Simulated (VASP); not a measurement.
# Ta2Al5 (C2/m) in VASP: notebook

The runs below take Ta2Al5 through single point, relaxation of shape and atoms at fixed volume, with PBE.

Everything below comes from runs of VASP 6.6.1. Logs are shortened: lines on timing, memory, paths and dates and some standing lists are left out, and cuts for length are marked.

## 1. The cell of the first run

The structure is monoclinic, space group C2/m (No. 12). Conventional cell: a = 9.491 Å, b = 3.830 Å, c = 6.311 Å, α = 90.00°, β = 96.59°, γ = 90.00°. Ta (site symmetry m) has 11 Al at 2.74 to 2.97 Å and 1 Ta at 2.89 Å within 3.6 Å. Within 3.6 Å of Al (site symmetry m) lie 7 Al at 2.74 to 3.04 Å and 5 Ta at 2.83 to 2.97 Å. Within 3.6 Å of Al (site symmetry m) lie 8 Al at 2.74 to 2.92 Å and 4 Ta at 2.87 to 2.93 Å. Al (site symmetry 2/m) has 4 Ta at 2.74 Å and 8 Al at 2.87 to 2.92 Å within 3.6 Å.

## 2. Single point, PBE

INCAR reads:

```
ALGO     = Normal         # electronic algorithm
EDIFF    = 1E-6           # SCF threshold, eV
ENCUT    = 520            # plane-wave cutoff, eV
GGA      = PE             # functional
ISIF     = 2              # what is computed and relaxed
ISMEAR   = 0              # smearing method
LASPH    = T              # aspherical terms in the spheres
LCHARG   = T              # write CHGCAR
LELF     = T              # ELF
LREAL    = F              # projectors in reciprocal space
LVHAR    = T            
LWAVE    = F              # write WAVECAR
NBANDS   = 28             # bands
NELM     = 60             # most SCF steps
PREC     = Accurate       # precision mode
SIGMA    = 0.2            # smearing width, eV
```

KPOINTS reads:

```
k-points
0
Gamma
  5 5 3
```

POSCAR reads:

```
Ta2Al5
1.0
    4.7449671150     -1.9149102147      0.0823494640
    4.7449671150      1.9149102147      0.0823494640
   -0.8329587626      0.0000000000      6.2556311174
Ta Al
2 5
Direct
    0.4339086227      0.4339086227      0.2819848996
    0.5660913773      0.5660913773      0.7180151004
    0.8537592642      0.8537592642      0.5757270286
    0.7178582967      0.7178582967      0.1439693162
    0.1462407358      0.1462407358      0.4242729714
    0.2821417033      0.2821417033      0.8560306838
    0.0000000000      0.0000000000      0.0000000000
```

Potentials or basis: VASP PAW PBE potentials, release 64 (Ta_pv, Al).

Run with:

```
$ cat potpaw_PBE.64/Ta_pv/POTCAR potpaw_PBE.64/Al/POTCAR > POTCAR
$ mpirun -np 1 vasp_std > vasp.out
```

OUTCAR:

```text
EDIFF = 1E-6
   ENCUT = 520
   GGA = PE
   ISIF = 2
   ISMEAR = 0
   LASPH = T
   LREAL = F
   NELM = 60
   PREC = Accurate

 ion  position               nearest neighbor table
   1  0.434  0.434  0.282-   7 2.74   7 2.74   3 2.83   3 2.83   5 2.85   5 2.85   4 2.87   4 2.87
                             2 2.89   6 2.90   4 2.93   5 2.97
   2  0.566  0.566  0.718-   7 2.74   7 2.74   5 2.83   5 2.83   3 2.85   3 2.85   6 2.87   6 2.87
                             1 2.89   4 2.90   6 2.93   3 2.97
   3  0.854  0.854  0.576-   6 2.74   6 2.74   1 2.83   1 2.83   5 2.83   5 2.83   2 2.85   2 2.85
                             7 2.87   4 2.88   2 2.97   5 3.04
   4  0.718  0.718  0.144-   5 2.74   5 2.74   6 2.76   6 2.76   1 2.87   1 2.87   3 2.88   7 2.89
                             7 2.89   2 2.90   7 2.92   1 2.93
   5  0.146  0.146  0.424-   4 2.74   4 2.74   2 2.83   2 2.83   3 2.83   3 2.83   1 2.85   1 2.85
                             7 2.87   6 2.88   1 2.97   3 3.04
   6  0.282  0.282  0.856-   3 2.74   3 2.74   4 2.76   4 2.76   2 2.87   2 2.87   5 2.88   7 2.89
                             7 2.89   1 2.90   7 2.92   2 2.93
   7  0.000  0.000  0.000-   2 2.74   2 2.74   1 2.74   1 2.74   3 2.87   5 2.87   4 2.89   6 2.89
                             4 2.89   6 2.89   4 2.92   6 2.92

  LATTYP: Found a base centered monoclinic cell.
 ALAT       =     9.4913633071
 B/A-ratio  =     0.4035058300
 C/A-ratio  =     0.6649037576
 COS(beta)  =    -0.1147679420

  Lattice vectors:

 A1 = (   4.7449671150,  -1.9149102147,   0.0823494640)
 A2 = (   4.7449671150,   1.9149102147,   0.0823494640)
 A3 = (  -0.8329587626,   0.0000000000,   6.2556311174)

Analysis of symmetry for initial positions (statically):
=====================================================================
 Subroutine PRICEL returns:
 Original cell was already a primitive cell.

 Routine SETGRP: Setting up the symmetry group for a
 base centered monoclinic supercell.

 Subroutine GETGRP returns: Found  4 space group operations
 (whereof  4 operations were pure point group operations)
 out of a pool of  4 trial point group operations.

The static configuration has the point symmetry C_2h.

Analysis of symmetry for dynamics (positions and initial velocities):
=====================================================================
 Subroutine PRICEL returns:
 Original cell was already a primitive cell.

 Routine SETGRP: Setting up the symmetry group for a
 base centered monoclinic supercell.

 Subroutine GETGRP returns: Found  4 space group operations
 (whereof  4 operations were pure point group operations)
 out of a pool of  4 trial point group operations.

The dynamic configuration has the point symmetry C_2h.

 Subroutine INISYM returns: Found  4 space group operations
 (whereof  4 operations are pure point group operations),
 and found     1 'primitive' translations

----------------------------------------------------------------------------------------

                                     Primitive cell

  volume of cell :     113.9424

  direct lattice vectors                    reciprocal lattice vectors
     4.744967115 -1.914910215  0.082349464     0.105131860 -0.261108848  0.013998668
     4.744967115  1.914910215  0.082349464     0.105131860  0.261108848  0.013998668
    -0.832958763  0.000000000  6.255631117    -0.002767923  0.000000000  0.159487415

  length of vectors
     5.117457913  5.117457913  6.310843127     0.281827077  0.281827077  0.159511432

  position of ions in fractional coordinates (direct lattice)
     0.433908623  0.433908623  0.281984900
     0.566091377  0.566091377  0.718015100
     0.853759264  0.853759264  0.575727029
     0.717858297  0.717858297  0.143969316
     0.146240736  0.146240736  0.424272971
     0.282141703  0.282141703  0.856030684
     0.000000000  0.000000000  0.000000000

  ion indices of the primitive-cell ions
   primitive index   ion index
                 1           1
                 2           2
                 3           3
                 4           4
                 5           5
                 6           6
                 7           7

----------------------------------------------------------------------------------------

 KPOINTS: k-points

Automatic generation of k-mesh.
 Grid dimensions read from file:
 generate k-points for:    5    5    3

 Generating k-lattice:

  Cartesian coordinates                     Fractional coordinates (reciprocal lattice)
     0.021026372 -0.052221770  0.002799734     0.200000000  0.000000000  0.000000000
     0.021026372  0.052221770  0.002799734     0.000000000  0.200000000  0.000000000
    -0.000922641  0.000000000  0.053162472     0.000000000  0.000000000  0.333333333

  Length of vectors
     0.056365415  0.056365415  0.053170477

  Shift w.r.t. Gamma in fractional coordinates (k-lattice)
     0.000000000  0.000000000  0.000000000

 Subroutine IBZKPT returns following result:
 ===========================================

 Found     24 irreducible k-points:

 Following reciprocal coordinates:
            Coordinates               Weight
  0.000000  0.000000  0.000000      1.000000
  0.200000 -0.000000  0.000000      4.000000
  0.400000 -0.000000 -0.000000      4.000000
  0.200000  0.200000  0.000000      2.000000
  0.400000  0.200000 -0.000000      4.000000
 -0.400000  0.200000  0.000000      4.000000
[... 16 lines left out ...]
 -0.200000 -0.400000  0.333333      4.000000
 -0.200000 -0.200000  0.333333      2.000000
   k-points           NKPTS =     24   k-points in BZ     NKDIM =     24   number of bands    NBANDS=     28
   number of dos      NEDOS =    301   number of ions     NIONS =      7
   total plane-waves  NPLWV =  76800
   dimension x,y,z NGX =    40 NGY =   40 NGZ =   48
   dimension x,y,z NGXF=    80 NGYF=   80 NGZF=   96
   ions per type =               2   5
   NGX,Y,Z   is equivalent  to a cutoff of  12.99, 12.99, 12.64 a.u.
   NGXF,Y,Z  is equivalent  to a cutoff of  25.99, 25.99, 25.29 a.u.
 SYSTEM =  unknown system
   PREC   = accura    normal or accurate (medium, high low for compatibility)
   ISTART =      0    job   : 0-new  1-cont  2-samecut
   ICHARG =      2    charge: 1-file 2-atom 10-const
   ISPIN  =      1    spin polarized calculation?
   LNONCOLLINEAR =      F non collinear calculations
   LSORBIT =      F    spin-orbit coupling
   LASPH  =      T    aspherical Exc in radial PAW
   ENCUT  =  520.0 eV  38.22 Ry    6.18 a.u.   9.52  9.52 11.73*2*pi/ulx,y,z
   NELM   =     60;   NELMIN=  2; NELMDL= -5     # of ELM steps
   EDIFF  = 0.1E-05   stopping-criterion for ELM
   LREAL  =      F    real-space projection
   EDIFFG = 0.1E-04   stopping-criterion for IOM
   NSW    =      0    number of steps for IOM
   IBRION =     -1    ionic relax: 0-MD 1-quasi-New 2-CG
   NFREE  =      0    steps in history (QN), initial steepest desc. (CG)
   ISIF   =      2    stress and relaxation
   ISYM   =      2    0-nonsym 1-usesym 2-fastsym
   POTIM  = 0.5000    time-step for ionic-motion
   TEBEG  =    0.0;   TEEND  =   0.0 temperature during run
   PSTRESS=    0.0 pullay stress
   NELECT =      37.0000    total number of electrons
   NUPDOWN=      -1.0000    fix difference up-down
   EMIN   =  10.00;   EMAX   =-10.00  energy-range for DOS
   EFERMI =   0.00;   METHOD = LEGACY
   ISMEAR =     0;   SIGMA  =   0.20  broadening in eV -4-tet -1-fermi 0-gaus
   EFERMI_NEDOS =   21; number of points for ismear=-14 and -15
   IALGO  =     38    algorithm
   IMIX   =      4    mixing-type and parameters
     AMIX     =   0.40;   BMIX     =  1.00
     AMIX_MAG =   1.60;   BMIX_MAG =  1.00
  volume/ion in A,a.u.               =      16.28       109.85
  Fermi-wavevector in a.u.,A,eV,Ry     =   1.125245  2.126404 17.227368  1.266176
  Thomas-Fermi vector in A             =   2.261921
   LORBIT       =      0    0 simple, 1 ext, 2 COOP (PROOUT), +10 PAW based schemes
   GGA     = PE    functional components
   LHFCALC =     F    Hartree Fock is set to
   AEXX    =    0.0000 exact exchange contribution
   IVDW    =     0    specifies the selected vdW correction
   LEPSILON=     F    determine dielectric tensor
   LRPA    =     F    only Hartree local field effects (RPA)
 non-spin polarized calculation
 Gauss-broadening in eV      SIGMA  =   0.20
  energy-cutoff  :      520.00
  volume of cell :      113.94
 maximum number of plane-waves:      3087
 NGX is ok and might be reduce to    40

 number of electron      37.0000000 magnetization

 Free energy of the ion-electron system (eV)
  ---------------------------------------------------
  ext. energy  EPLUGINS =         0.00000000
  ---------------------------------------------------
  free energy    TOTEN  =       -43.97290842 eV

  energy without entropy =      -43.91746283  energy(sigma->0) =      -43.94518562

 E-fermi :   7.5167     XC(G=0): -11.1019

 val. band max:        7.5105846977   @ k =  -0.4000   0.4000   0.3333
 cond. band min:       7.5805312711   @ k =  -0.4000   0.2000   0.0000
 fundamental gap:      0.0699465735
 Fermi energy:         7.5167061178

 k-point     1 :       0.0000    0.0000    0.0000
  band No.  band energies     occupation
      1     -26.7902      2.00000
      2     -26.7483      2.00000
      3     -26.7068      2.00000
      4     -26.6492      2.00000
      5     -26.5904      2.00000
      6     -26.3975      2.00000
[... 20 lines left out ...]
     27      12.1401      0.00000
     28      12.1678      0.00000

 k-point     2 :       0.2000   -0.0000    0.0000
  band No.  band energies     occupation
      1     -26.7879      2.00000
      2     -26.7651      2.00000
      3     -26.7218      2.00000
      4     -26.6481      2.00000
      5     -26.5890      2.00000
      6     -26.3966      2.00000
[... 674 lines left out ...]
 k-point    24 :      -0.2000   -0.2000    0.3333
  band No.  band energies     occupation
      1     -26.7791      2.00000
      2     -26.7474      2.00000
      3     -26.7078      2.00000
      4     -26.6599      2.00000
      5     -26.5887      2.00000
      6     -26.4017      2.00000
[... 20 lines left out ...]
     27      11.7338      0.00000
     28      12.1012      0.00000

------------------------ aborting loop because EDIFF is reached ----------------------------------------

  FORCE on cell =-STRESS in cart. coord.  units (eV):
  Direction    XX          YY          ZZ          XY          YZ          ZX
  --------------------------------------------------------------------------------------
  -------------------------------------------------------------------------------------
  Total       -0.1135011     -0.0091983     -0.2525221      0.0000000      0.0000000      0.1025132
  in kB       -1.5959729     -0.1293402     -3.5507880      0.0000000      0.0000000      1.4414681
  external PRESSURE =      -1.7587004 kB  Pullay stress =       0.0000000 kB

 VOLUME and BASIS-vectors are now :
 -----------------------------------------------------------------------------
  energy-cutoff  :      520.00
  volume of cell :      113.94
      direct lattice vectors                 reciprocal lattice vectors
     4.744967115 -1.914910215  0.082349464     0.105131860 -0.261108848  0.013998668
     4.744967115  1.914910215  0.082349464     0.105131860  0.261108848  0.013998668
    -0.832958763  0.000000000  6.255631117    -0.002767923  0.000000000  0.159487415

 POSITION                                       TOTAL-FORCE (eV/Angst)
 -----------------------------------------------------------------------------------
      3.88288      0.00000      1.83546         0.076258      0.000000     -0.052578
      4.77409      0.00000      4.58487        -0.076258      0.000000      0.052578
      7.62256      0.00000      3.74215         0.000710      0.000000     -0.034381
      6.69251      0.00000      1.01885         0.026692      0.000000      0.022252
      1.03441      0.00000      2.67818        -0.000710      0.000000      0.034381
      1.96447      0.00000      5.40148        -0.026692      0.000000     -0.022252
      0.00000      0.00000      0.00000         0.000000      0.000000     -0.000000
 -----------------------------------------------------------------------------------
    total drift:                                0.000000     -0.000000      0.000000

  FREE ENERGIE OF THE ION-ELECTRON SYSTEM (eV)
  ---------------------------------------------------
  free  energy   TOTEN  =       -43.9729084223 eV

  energy  without entropy=      -43.9174628267  energy(sigma->0) =      -43.94518562
```

Run time: 49 s. Hardware: 1 thread of Intel Xeon 6975P-C (Granite Rapids), shared host; peak memory 0.28 GiB.

Results:

```yaml
Free_energy: -43.9729 eV
Pressure: -0.2 GPa
Largest_force: 0.093 eV/Å
```

Forces on the atoms (eV/Å):
```
Ta   0.076  0.000 -0.053
Ta  -0.076  0.000  0.053
Al   0.001  0.000 -0.034
Al   0.027  0.000  0.022
Al  -0.001  0.000  0.034
Al  -0.027  0.000 -0.022
Al   0.000  0.000  0.000
```

Levels at points of the mesh, in eV from the Fermi level:
```csv
k point,band 15,band 16,band 17,band 18,band 19,band 20,band 21,band 22,band 23,band 24
"(0.00, 0.00, 0.00)",-1.65,-1.33,-0.94,-0.82,-0.10,0.42,0.82,2.43,2.78,3.54
```

Caveat: spin-orbit coupling is left out, which moves the levels of the heavy elements.

## 3. Single point, PBE

This run uses another cell than the first one, of the same volume but with other edges.

INCAR reads:

```
PREC = Accurate
ENCUT = 520
EDIFF = 1E-7
ISMEAR = 0
SIGMA = 0.2
LREAL = F
LASPH = T
NELM = 60
ALGO = Fast
ISIF = 2
LWAVE = F
LCHARG = F
GGA = PE
NBANDS = 28
```

KPOINTS reads:

```
Automatic mesh
0
Gamma
  6 6 4
```

POSCAR reads:

```
Ta2Al5
1.0
    0.0000000000     -3.8370237449      0.0000000000
   -4.7516960917      1.9185118725     -0.0108160663
    0.7109121509      0.0000000000     -6.2415201678
Ta Al
2 5
Direct
    0.5652539042      0.1305078085      0.7187877048
    0.4347460958      0.8694921915      0.2812122952
    0.1456136306      0.2912272612      0.4247749517
    0.2815829788      0.5631659576      0.8553268834
    0.8543863694      0.7087727388      0.5752250483
    0.7184170212      0.4368340424      0.1446731166
    1.0000000000      1.0000000000      1.0000000000
```

Potentials or basis: VASP PAW PBE potentials, release 64 (Ta_pv, Al).

Run with:

```
$ cat potpaw_PBE.64/Ta_pv/POTCAR potpaw_PBE.64/Al/POTCAR > POTCAR
$ mpirun -np 1 vasp_std > vasp.out
```

OUTCAR:

```text
PREC = Accurate
   ENCUT = 520
   EDIFF = 1E-7
   ISMEAR = 0
   LREAL = F
   LASPH = T
   NELM = 60
   ISIF = 2
   GGA = PE

 ion  position               nearest neighbor table
   1  0.565  0.131  0.719-   7 2.73   7 2.73   3 2.83   3 2.83   5 2.85   5 2.85   4 2.87   4 2.87
                             2 2.89   6 2.90   4 2.92   5 2.99
   2  0.435  0.869  0.281-   7 2.73   7 2.73   5 2.83   5 2.83   3 2.85   3 2.85   6 2.87   6 2.87
                             1 2.89   4 2.90   6 2.92   3 2.99
   3  0.146  0.291  0.425-   6 2.74   6 2.74   1 2.83   1 2.83   5 2.85   5 2.85   2 2.85   2 2.85
                             4 2.87   7 2.87   2 2.99   5 3.02
   4  0.282  0.563  0.855-   5 2.74   5 2.74   6 2.75   6 2.75   3 2.87   1 2.87   1 2.87   7 2.90
                             7 2.90   2 2.90   1 2.92   7 2.92
   5  0.854  0.709  0.575-   4 2.74   4 2.74   2 2.83   2 2.83   3 2.85   3 2.85   1 2.85   1 2.85
                             6 2.87   7 2.87   1 2.99   3 3.02
   6  0.718  0.437  0.145-   3 2.74   3 2.74   4 2.75   4 2.75   5 2.87   2 2.87   2 2.87   7 2.90
                             7 2.90   1 2.90   2 2.92   7 2.92
   7  0.000  0.000  0.000-   1 2.73   2 2.73   2 2.73   1 2.73   5 2.87   3 2.87   6 2.90   4 2.90
                             4 2.90   6 2.90   4 2.92   6 2.92

  LATTYP: Found a base centered monoclinic cell.
 ALAT       =     9.5034168035
[... 208 lines left out ...]
      4     -26.6201      2.00000
      5     -26.5630      2.00000
      6     -26.3728      2.00000
[... 733 lines left out ...]
     27      11.5760      0.00000
     28      12.1166      0.00000

 [... further k-points ...]

------------------------ aborting loop because EDIFF is reached ----------------------------------------

  FORCE on cell =-STRESS in cart. coord.  units (eV):
  Direction    XX          YY          ZZ          XY          YZ          ZX
  --------------------------------------------------------------------------------------
  -------------------------------------------------------------------------------------
  Total        0.0905803      0.0097299     -0.0090099     -0.0000000      0.0000000     -0.1204013
  in kB        1.2749650      0.1369538     -0.1268196     -0.0000000      0.0000000     -1.6947105
  external PRESSURE =       0.4283664 kB  Pullay stress =       0.0000000 kB

 VOLUME and BASIS-vectors are now :
 -----------------------------------------------------------------------------
  energy-cutoff  :      520.00
  volume of cell :      113.83
      direct lattice vectors                 reciprocal lattice vectors
     0.000000000 -3.837023745  0.000000000    -0.105198310 -0.260618663 -0.011982138
    -4.751696092  1.918511873 -0.010816066    -0.210396621  0.000000000 -0.023964276
     0.710912151  0.000000000 -6.241520168     0.000364601  0.000000000 -0.160175850

 POSITION                                       TOTAL-FORCE (eV/Angst)
 -----------------------------------------------------------------------------------
     -0.10914     -1.91851     -4.48774        -0.030471      0.000000     -0.000641
     -3.93165     -0.00000     -1.76460         0.030471     -0.000000      0.000641
     -1.08185      0.00000     -2.65439         0.003413     -0.000000     -0.009807
     -2.06793      0.00000     -5.34463         0.005226     -0.000000      0.005727
     -2.95894     -1.91851     -3.59794        -0.003413      0.000000      0.009807
     -1.97285     -1.91851     -0.90771        -0.005226      0.000000     -0.005727
      0.00000      0.00000      0.00000        -0.000000     -0.000000      0.000000
 -----------------------------------------------------------------------------------
    total drift:                                0.000000     -0.000000     -0.000000

  FREE ENERGIE OF THE ION-ELECTRON SYSTEM (eV)
  ---------------------------------------------------
  free  energy   TOTEN  =       -43.9465515600 eV

  energy  without entropy=      -43.8811039679  energy(sigma->0) =      -43.91382776
```

Wall time 94 s (1 thread of Intel Xeon 6975P-C (Granite Rapids), shared host); peak memory 0.3 GiB.

Results:

```yaml
Free_energy: -43.9466 eV
Pressure: 0.0 GPa
Largest_force: 0.030 eV/Å
```

Forces on the atoms (eV/Å):
```
Ta  -0.030  0.000 -0.001
Ta   0.030  0.000  0.001
Al   0.003  0.000 -0.010
Al   0.005  0.000  0.006
Al  -0.003  0.000  0.010
Al  -0.005  0.000 -0.006
Al   0.000  0.000  0.000
```

Levels at points of the mesh, in eV from the Fermi level:
| k point | band 17 | band 18 | band 19 | band 20 | band 21 | band 22 |
| --- | --- | --- | --- | --- | --- | --- |
| (0.00, 0.00, 0.00) | -0.96 | -0.83 | -0.10 | 0.43 | 0.87 | 2.45 |
| (0.50, 0.00, 0.00) | -1.80 | -0.74 | 0.52 | 0.62 | 1.01 | 1.70 |
| (0.00, 0.50, 0.00) | -0.49 | -0.15 | 0.02 | 0.72 | 1.03 | 1.40 |
| (0.00, 0.00, 0.50) | -1.28 | -0.79 | -0.05 | 0.27 | 1.48 | 2.21 |
| (0.50, 0.00, 0.50) | -1.38 | -0.40 | -0.28 | 0.74 | 1.75 | 2.08 |
| (0.00, 0.50, 0.50) | -1.06 | -0.59 | -0.15 | 0.20 | 1.44 | 1.99 |

Caveat: spin-orbit coupling is left out, which moves the levels of the heavy elements.

(Part 1 of 2 ends here.)
